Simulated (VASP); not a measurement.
A run of VASP 6.6.1 is set up as follows.

Contents of INCAR:

```
PREC     = Accurate       # precision mode
ENCUT    = 520            # plane-wave cutoff, eV
EDIFF    = 1E-7           # SCF threshold, eV
ISMEAR   = -1             # smearing method
SIGMA    = 0.1            # smearing width, eV
LREAL    = False          # projectors in reciprocal space
LASPH    = True           # aspherical terms in the spheres
NELM     = 100            # most SCF steps
ALGO     = Normal         # electronic algorithm
ISIF     = 2              # what is computed and relaxed
LWAVE    = False          # write WAVECAR
LCHARG   = False          # write CHGCAR
GGA      = B5             # functional
ALDAX    = 1.0          
AGGAX    = 1.0          
AGGAC    = 1.0          
ALDAC    = 0.0          
NBANDS   = 12             # bands
```

The input KPOINTS:

```
Automatic mesh
0
Gamma
  10 10 10
```

File POSCAR:

```
In
1.0
    3.2136763473      0.0000000000      0.0000000000
    0.0000000000      3.2136763473      0.0000000000
    0.0000000000      0.0000000000      3.2136763473
In
1
Direct
    0.0000000000      0.0000000000      0.0000000000
```

Potentials or basis: VASP PAW PBE potentials, release 64 (In_d).

Run with:

```console
$ cat potpaw_PBE.64/In_d/POTCAR > POTCAR
$ mpirun -np 1 vasp_std > vasp.out
```

**Question.** Estimate the band gap on the k mesh.

**Answer.** Zero (an odd number of electrons rules out a gap without spin polarisation).

**Question.** Predict the pressure.

**Answer.** 0.0 GPa.

Caveat: the PAW data sets were made with another functional, which shifts forces and pressure a little; spin-orbit coupling is left out, which moves the levels of the heavy elements.
